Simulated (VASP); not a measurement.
# MgS (Fm-3m) in VASP: further runs

The runs below take MgS through single point, with PBEsol.

Everything below comes from runs of VASP 6.6.1. Logs are shortened: lines on timing, memory, paths and dates and some standing lists are left out, and cuts for length are marked.

## 1. The cell of the first run

Symmetry: Fm-3m, No. 225, cubic system. The conventional cell has a = 5.156 Å, b = 5.156 Å, c = 5.156 Å, α = 90.00°, β = 90.00°, γ = 90.00°. Mg (site symmetry m-3m) has 6 S at 2.58 Å within 3.4 Å. Within 3.4 Å of S (site symmetry m-3m) lie 6 Mg at 2.58 Å.

## 2. Single point, PBEsol

Contents of INCAR:

```
ALGO = Normal
EDIFF = 1E-7
ENCUT = 520
GGA = PS
ISIF = 2
ISMEAR = 0
LASPH = T
LCHARG = T
LELF = T
LREAL = F
LVHAR = T
LWAVE = F
NBANDS = 11
NELM = 100
PREC = Accurate
SIGMA = 0.01
```

Contents of KPOINTS:

```
k-points
0
Gamma
  8 8 8
```

Contents of POSCAR:

```
MgS
1.0
    0.0000000000      2.5780062131      2.5780062131
    2.5780062131      0.0000000000      2.5780062131
    2.5780062131      2.5780062131      0.0000000000
Mg S
1 1
Direct
    0.0000000000      0.0000000000      0.0000000000
    0.5000000000      0.5000000000      0.5000000000
```

Potentials or basis: VASP PAW PBE potentials, release 64 (Mg, S).

The run is started by

```sh
> cat potpaw_PBE.64/Mg/POTCAR potpaw_PBE.64/S/POTCAR > POTCAR
> mpirun -np 1 vasp_std > vasp.out
```

OUTCAR:

```text
EDIFF = 1E-7
   ENCUT = 520
   GGA = PS
   ISIF = 2
   ISMEAR = 0
   LASPH = T
   LREAL = F
   NELM = 100
   PREC = Accurate

 ion  position               nearest neighbor table
   1  0.000  0.000  0.000-   2 2.58   2 2.58   2 2.58   2 2.58   2 2.58   2 2.58
   2  0.500  0.500  0.500-   1 2.58   1 2.58   1 2.58   1 2.58   1 2.58   1 2.58

  LATTYP: Found a face centered cubic cell.
 ALAT       =     5.1560124262

  Lattice vectors:

 A1 = (   0.0000000000,   2.5780062131,   2.5780062131)
 A2 = (   2.5780062131,   0.0000000000,   2.5780062131)
 A3 = (   2.5780062131,   2.5780062131,   0.0000000000)

Analysis of symmetry for initial positions (statically):
=====================================================================
 Subroutine PRICEL returns:
 Original cell was already a primitive cell.

 Routine SETGRP: Setting up the symmetry group for a
 face centered cubic supercell.

 Subroutine GETGRP returns: Found 48 space group operations
 (whereof 48 operations were pure point group operations)
 out of a pool of 48 trial point group operations.

The static configuration has the point symmetry O_h .

Analysis of symmetry for dynamics (positions and initial velocities):
=====================================================================
 Subroutine PRICEL returns:
 Original cell was already a primitive cell.

 Routine SETGRP: Setting up the symmetry group for a
 face centered cubic supercell.

 Subroutine GETGRP returns: Found 48 space group operations
 (whereof 48 operations were pure point group operations)
 out of a pool of 48 trial point group operations.

The dynamic configuration has the point symmetry O_h .

 Subroutine INISYM returns: Found 48 space group operations
 (whereof 48 operations are pure point group operations),
 and found     1 'primitive' translations

----------------------------------------------------------------------------------------

                                     Primitive cell

  volume of cell :      34.2675

  direct lattice vectors                    reciprocal lattice vectors
     0.000000000  2.578006213  2.578006213    -0.193948330  0.193948330  0.193948330
     2.578006213  0.000000000  2.578006213     0.193948330 -0.193948330  0.193948330
     2.578006213  2.578006213  0.000000000     0.193948330  0.193948330 -0.193948330

  length of vectors
     3.645851350  3.645851350  3.645851350     0.335928362  0.335928362  0.335928362

  position of ions in fractional coordinates (direct lattice)
     0.000000000  0.000000000  0.000000000
     0.500000000  0.500000000  0.500000000

  ion indices of the primitive-cell ions
   primitive index   ion index
                 1           1
                 2           2

----------------------------------------------------------------------------------------

 KPOINTS: k-points

Automatic generation of k-mesh.
 Grid dimensions read from file:
 generate k-points for:    8    8    8

 Generating k-lattice:

  Cartesian coordinates                     Fractional coordinates (reciprocal lattice)
    -0.024243541  0.024243541  0.024243541     0.125000000  0.000000000  0.000000000
     0.024243541 -0.024243541  0.024243541     0.000000000  0.125000000  0.000000000
     0.024243541  0.024243541 -0.024243541     0.000000000  0.000000000  0.125000000

  Length of vectors
     0.041991045  0.041991045  0.041991045

  Shift w.r.t. Gamma in fractional coordinates (k-lattice)
     0.000000000  0.000000000  0.000000000

 Subroutine IBZKPT returns following result:
 ===========================================

 Found     29 irreducible k-points:

 Following reciprocal coordinates:
            Coordinates               Weight
  0.000000  0.000000  0.000000      1.000000
  0.125000  0.000000  0.000000      8.000000
  0.250000  0.000000  0.000000      8.000000
  0.375000  0.000000  0.000000      8.000000
  0.500000  0.000000  0.000000      4.000000
  0.125000  0.125000  0.000000      6.000000
[... 16 lines left out ...]
  0.500000  0.250000  0.125000     48.000000
 -0.375000  0.250000  0.125000     24.000000
 [... further k-points ...]
   k-points           NKPTS =     29   k-points in BZ     NKDIM =     29   number of bands    NBANDS=     11
   number of dos      NEDOS =    301   number of ions     NIONS =      2
   total plane-waves  NPLWV =  21952
   dimension x,y,z NGX =    28 NGY =   28 NGZ =   28
   dimension x,y,z NGXF=    56 NGYF=   56 NGZF=   56
   ions per type =               1   1
   NGX,Y,Z   is equivalent  to a cutoff of  12.77, 12.77, 12.77 a.u.
   NGXF,Y,Z  is equivalent  to a cutoff of  25.54, 25.54, 25.54 a.u.
 SYSTEM =  unknown system
   PREC   = accura    normal or accurate (medium, high low for compatibility)
   ISTART =      0    job   : 0-new  1-cont  2-samecut
   ICHARG =      2    charge: 1-file 2-atom 10-const
   ISPIN  =      1    spin polarized calculation?
   LNONCOLLINEAR =      F non collinear calculations
   LSORBIT =      F    spin-orbit coupling
   LASPH  =      T    aspherical Exc in radial PAW
   ENCUT  =  520.0 eV  38.22 Ry    6.18 a.u.   6.78  6.78  6.78*2*pi/ulx,y,z
   NELM   =    100;   NELMIN=  2; NELMDL= -5     # of ELM steps
   EDIFF  = 0.1E-06   stopping-criterion for ELM
   LREAL  =      F    real-space projection
   EDIFFG = 0.1E-05   stopping-criterion for IOM
   NSW    =      0    number of steps for IOM
   IBRION =     -1    ionic relax: 0-MD 1-quasi-New 2-CG
   NFREE  =      0    steps in history (QN), initial steepest desc. (CG)
   ISIF   =      2    stress and relaxation
   ISYM   =      2    0-nonsym 1-usesym 2-fastsym
   POTIM  = 0.5000    time-step for ionic-motion
   TEBEG  =    0.0;   TEEND  =   0.0 temperature during run
   PSTRESS=    0.0 pullay stress
   NELECT =       8.0000    total number of electrons
   NUPDOWN=      -1.0000    fix difference up-down
   EMIN   =  10.00;   EMAX   =-10.00  energy-range for DOS
   EFERMI =   0.00;   METHOD = LEGACY
   ISMEAR =     0;   SIGMA  =   0.01  broadening in eV -4-tet -1-fermi 0-gaus
   EFERMI_NEDOS =   21; number of points for ismear=-14 and -15
   IALGO  =     38    algorithm
   IMIX   =      4    mixing-type and parameters
     AMIX     =   0.40;   BMIX     =  1.00
     AMIX_MAG =   1.60;   BMIX_MAG =  1.00
  volume/ion in A,a.u.               =      17.13       115.62
  Fermi-wavevector in a.u.,A,eV,Ry     =   1.008039  1.904918 13.825472  1.016144
  Thomas-Fermi vector in A             =   2.140882
   LORBIT       =      0    0 simple, 1 ext, 2 COOP (PROOUT), +10 PAW based schemes
   GGA     = PS    functional components
   LHFCALC =     F    Hartree Fock is set to
   AEXX    =    0.0000 exact exchange contribution
   IVDW    =     0    specifies the selected vdW correction
   LEPSILON=     F    determine dielectric tensor
   LRPA    =     F    only Hartree local field effects (RPA)
 non-spin polarized calculation
 Gauss-broadening in eV      SIGMA  =   0.01
  energy-cutoff  :      520.00
  volume of cell :       34.27
 maximum number of plane-waves:       941
   NGX = 13   NGY = 13   NGZ = 13

 number of electron       7.9999999 magnetization

 Free energy of the ion-electron system (eV)
  ---------------------------------------------------
  ext. energy  EPLUGINS =         0.00000000
  ---------------------------------------------------
  free energy    TOTEN  =        -9.07359935 eV

  energy without entropy =       -9.07359935  energy(sigma->0) =       -9.07359935

 E-fermi :   3.9989     XC(G=0):  -9.9504

 val. band max:        3.9236376708   @ k =   0.0000   0.0000   0.0000
 cond. band min:       6.6842540661   @ k =   0.5000   0.5000   0.0000
 fundamental gap:      2.7606163953
 Fermi energy:         3.9989460941

 k-point     1 :       0.0000    0.0000    0.0000
  band No.  band energies     occupation
      1      -8.9198      2.00000
      2       3.9236      2.00000
      3       3.9236      2.00000
      4       3.9236      2.00000
      5       7.7343      0.00000
      6      11.7593      0.00000
      7      11.7593      0.00000
      8      11.7593      0.00000
      9      14.2646      0.00000
     10      14.2646      0.00000
     11      16.2839      0.00000

 k-point     2 :       0.1250    0.0000    0.0000
  band No.  band energies     occupation
      1      -8.7603      2.00000
      2       2.8360      2.00000
      3       3.8146      2.00000
      4       3.8146      2.00000
      5       8.5311      0.00000
      6      11.4551      0.00000
      7      12.0248      0.00000
      8      12.0248      0.00000
      9      13.6307      0.00000
     10      13.6307      0.00000
     11      16.6870      0.00000

 k-point     3 :       0.2500    0.0000    0.0000
  band No.  band energies     occupation
      1      -8.3267      2.00000
      2       1.0053      2.00000
      3       3.5781      2.00000
      4       3.5781      2.00000
      5       8.8520      0.00000
      6      11.6915      0.00000
      7      11.6915      0.00000
      8      12.2929      0.00000
      9      14.1897      0.00000
     10      14.1897      0.00000
     11      15.8704      0.00000

 k-point     4 :       0.3750    0.0000    0.0000
  band No.  band energies     occupation
      1      -7.7915      2.00000
      2      -0.5072      2.00000
      3       3.3711      2.00000
      4       3.3711      2.00000
      5       8.5154      0.00000
      6      11.0291      0.00000
      7      11.0291      0.00000
      8      13.9272      0.00000
      9      15.4791      0.00000
     10      16.1929      0.00000
     11      16.1929      0.00000

 k-point     5 :       0.5000    0.0000    0.0000
  band No.  band energies     occupation
      1      -7.5221      2.00000
      2      -1.1190      2.00000
      3       3.2922      2.00000
      4       3.2922      2.00000
      5       8.3638      0.00000
      6      10.7814      0.00000
      7      10.7814      0.00000
      8      14.2862      0.00000
      9      16.0541      0.00000
     10      18.4244      0.00000
     11      18.4244      0.00000
[... 211 lines left out ...]
 k-point    21 :       0.5000    0.5000    0.0000
  band No.  band energies     occupation
      1      -7.1215      2.00000
      2      -0.4835      2.00000
      3       2.1527      2.00000
      4       2.1527      2.00000
      5       6.6843      0.00000
      6       8.0818      0.00000
      7      16.0662      0.00000
      8      16.8226      0.00000
      9      17.4683      0.00000
     10      17.4683      0.00000
     11      19.8974      0.00000

 k-point    22 :       0.3750    0.2500    0.1250
  band No.  band energies     occupation
      1      -7.9855      2.00000
      2       0.7328      2.00000
      3       2.3773      2.00000
      4       3.2028      2.00000
      5       9.7723      0.00000
      6      10.2702      0.00000
      7      11.0033      0.00000
      8      13.1813      0.00000
      9      14.0335      0.00000
     10      16.9621      0.00000
     11      18.9109      0.00000

 k-point    23 :       0.5000    0.2500    0.1250
  band No.  band energies     occupation
      1      -7.5310      2.00000
      2      -0.1583      2.00000
      3       1.8118      2.00000
      4       2.8720      2.00000
      5       9.5412      0.00000
      6      10.2597      0.00000
      7      11.6998      0.00000
      8      12.9733      0.00000
      9      15.6466      0.00000
     10      18.2812      0.00000
     11      18.9092      0.00000

 k-point    24 :      -0.3750    0.2500    0.1250
  band No.  band energies     occupation
      1      -7.3112      2.00000
      2      -0.5791      2.00000
      3       1.6624      2.00000
      4       2.7034      2.00000
      5       9.4907      0.00000
      6       9.9700      0.00000
      7      12.3569      0.00000
      8      13.3882      0.00000
      9      16.2059      0.00000
     10      17.3749      0.00000
     11      19.5096      0.00000

 [... further k-points ...]
[... 5 lines left out ...]
  --------------------------------------------------------------------------------------
  -------------------------------------------------------------------------------------
  Total        0.2187072      0.2187072      0.2187072      0.0000000      0.0000000     -0.0000000
  in kB       10.2256723     10.2256723     10.2256723      0.0000000      0.0000000     -0.0000000
  external PRESSURE =      10.2256723 kB  Pullay stress =       0.0000000 kB

 VOLUME and BASIS-vectors are now :
 -----------------------------------------------------------------------------
  energy-cutoff  :      520.00
  volume of cell :       34.27
      direct lattice vectors                 reciprocal lattice vectors
     0.000000000  2.578006213  2.578006213    -0.193948330  0.193948330  0.193948330
     2.578006213  0.000000000  2.578006213     0.193948330 -0.193948330  0.193948330
     2.578006213  2.578006213  0.000000000     0.193948330  0.193948330 -0.193948330

 POSITION                                       TOTAL-FORCE (eV/Angst)
 -----------------------------------------------------------------------------------
      0.00000      0.00000      0.00000         0.000000     -0.000000      0.000000
      2.57801      2.57801      2.57801        -0.000000      0.000000     -0.000000
 -----------------------------------------------------------------------------------
    total drift:                                0.000000      0.000000      0.000000

  FREE ENERGIE OF THE ION-ELECTRON SYSTEM (eV)
  ---------------------------------------------------
  free  energy   TOTEN  =        -9.0735993491 eV

  energy  without entropy=       -9.0735993491  energy(sigma->0) =       -9.07359935
```

It used 6.2 s of CPU time on 1 thread of Intel(R) Xeon(R) Platinum 8559C (Emerald Rapids), with other jobs on the host.

Results:

| Property | Result |
| --- | --- |
| Free energy | -9.0736 eV |
| Pressure | 1.0 GPa |
| Band gap on the k mesh | 2.76 eV, indirect (least direct gap 3.81 eV) |

Caveat: the PAW data sets were made with another functional, which shifts forces and pressure a little. As with any semilocal functional, this PBEsol gap is likely too small.

## 3. Single point, PBEsol

This run uses another cell than the first one, of 17.39 Å³/atom, 1.015 times its volume.

Contents of INCAR:

```
ALGO     = Normal         # electronic algorithm
EDIFF    = 1E-6           # SCF threshold, eV
ENCUT    = 520            # plane-wave cutoff, eV
GGA      = PS             # functional
ISIF     = 2              # what is computed and relaxed
ISMEAR   = 0              # smearing method
LASPH    = True           # aspherical terms in the spheres
LCHARG   = True           # write CHGCAR
LELF     = True           # ELF
LREAL    = False          # projectors in reciprocal space
LVHAR    = True         
LWAVE    = False          # write WAVECAR
NBANDS   = 11             # bands
NELM     = 100            # most SCF steps
PREC     = Accurate       # precision mode
SIGMA    = 0.01           # smearing width, eV
```

KPOINTS is that of step 2.

Contents of POSCAR:

```
MgS
1.0
    0.0000000000      2.5909610182      2.5909610182
    2.5909610182      0.0000000000      2.5909610182
    2.5909610182      2.5909610182      0.0000000000
Mg S
1 1
Direct
    0.0000000000      0.0000000000      0.0000000000
    0.5000000000      0.5000000000      0.5000000000
```

Potentials or basis: VASP PAW PBE potentials, release 64 (Mg, S).

The run is started by

```sh
> cat potpaw_PBE.64/Mg/POTCAR potpaw_PBE.64/S/POTCAR > POTCAR
> mpirun -np 1 vasp_std > vasp.out
```

OUTCAR:

```text
EDIFF = 1E-6
   ENCUT = 520
   GGA = PS
   ISIF = 2
   ISMEAR = 0
   LASPH = True
   LREAL = False
   NELM = 100
   PREC = Accurate

 ion  position               nearest neighbor table
   1  0.000  0.000  0.000-   2 2.59   2 2.59   2 2.59   2 2.59   2 2.59   2 2.59
   2  0.500  0.500  0.500-   1 2.59   1 2.59   1 2.59   1 2.59   1 2.59   1 2.59

  LATTYP: Found a face centered cubic cell.
 ALAT       =     5.1819220364

  Lattice vectors:

 A1 = (   0.0000000000,   2.5909610182,   2.5909610182)
 A2 = (   2.5909610182,   0.0000000000,   2.5909610182)
[... 514 lines left out ...]
      8      13.1771      0.00000
      9      16.0020      0.00000
     10      17.1060      0.00000
     11      19.2801      0.00000

 [... further k-points ...]
[... 5 lines left out ...]
  --------------------------------------------------------------------------------------
  -------------------------------------------------------------------------------------
  Total       -0.0423330     -0.0423330     -0.0423330      0.0000000      0.0000000     -0.0000000
  in kB       -1.9497403     -1.9497403     -1.9497403      0.0000000      0.0000000     -0.0000000
  external PRESSURE =      -1.9497403 kB  Pullay stress =       0.0000000 kB

 VOLUME and BASIS-vectors are now :
 -----------------------------------------------------------------------------
  energy-cutoff  :      520.00
  volume of cell :       34.79
      direct lattice vectors                 reciprocal lattice vectors
     0.000000000  2.590961018  2.590961018    -0.192978588  0.192978588  0.192978588
     2.590961018  0.000000000  2.590961018     0.192978588 -0.192978588  0.192978588
     2.590961018  2.590961018  0.000000000     0.192978588  0.192978588 -0.192978588

 POSITION                                       TOTAL-FORCE (eV/Angst)
 -----------------------------------------------------------------------------------
      0.00000      0.00000      0.00000        -0.000000     -0.000000      0.000000
      2.59096      2.59096      2.59096         0.000000      0.000000     -0.000000
 -----------------------------------------------------------------------------------
    total drift:                                0.000000      0.000000      0.000000

  FREE ENERGIE OF THE ION-ELECTRON SYSTEM (eV)
  ---------------------------------------------------
  free  energy   TOTEN  =        -9.0750585776 eV

  energy  without entropy=       -9.0750585776  energy(sigma->0) =       -9.07505858
```

OSZICAR:

```text
N       E                     dE             d eps       ncg     rms          rms(c)
DAV:   1     0.222367593226E+02    0.22237E+02   -0.35689E+03   662   0.587E+02
DAV:   2    -0.803790027639E+01   -0.30275E+02   -0.28423E+02   804   0.103E+02
DAV:   3    -0.943371506885E+01   -0.13958E+01   -0.13930E+01   826   0.233E+01
DAV:   4    -0.944162416815E+01   -0.79091E-02   -0.79085E-02   743   0.210E+00
DAV:   5    -0.944169677590E+01   -0.72608E-04   -0.72607E-04   785   0.202E-01    0.416E+00
DAV:   6    -0.911859722740E+01    0.32310E+00   -0.67880E-01   728   0.321E+00    0.314E+00
DAV:   7    -0.907787003767E+01    0.40727E-01   -0.18516E-01   761   0.182E+00    0.194E+00
DAV:   8    -0.907529381295E+01    0.25762E-02   -0.10402E-02   689   0.582E-01    0.748E-01
DAV:   9    -0.907506824674E+01    0.22557E-03   -0.53292E-04   734   0.127E-01    0.314E-01
DAV:  10    -0.907506014447E+01    0.81023E-05   -0.17617E-04   731   0.586E-02    0.316E-02
DAV:  11    -0.907505881013E+01    0.13343E-05   -0.41108E-06   737   0.105E-02    0.176E-02
DAV:  12    -0.907505857765E+01    0.23248E-06   -0.44409E-07   430   0.373E-03
   1 F= -.90750586E+01 E0= -.90750586E+01  d E =-.617880E-27
```

It took 10 s on 1 thread of Intel Xeon Platinum 8559C (Emerald Rapids), shared host; peak memory 0.15 GiB.

What came out:

| Quantity | Value |
| --- | --- |
| Free energy | -9.0751 eV |
| Pressure | -0.2 GPa |
| Band gap on the k mesh | 2.73 eV, indirect (least direct gap 3.69 eV) |

Caveat: the PAW data sets were made with another functional, which shifts forces and pressure a little. A k mesh can miss the band edges.

(Continued in part 2 of 2.)
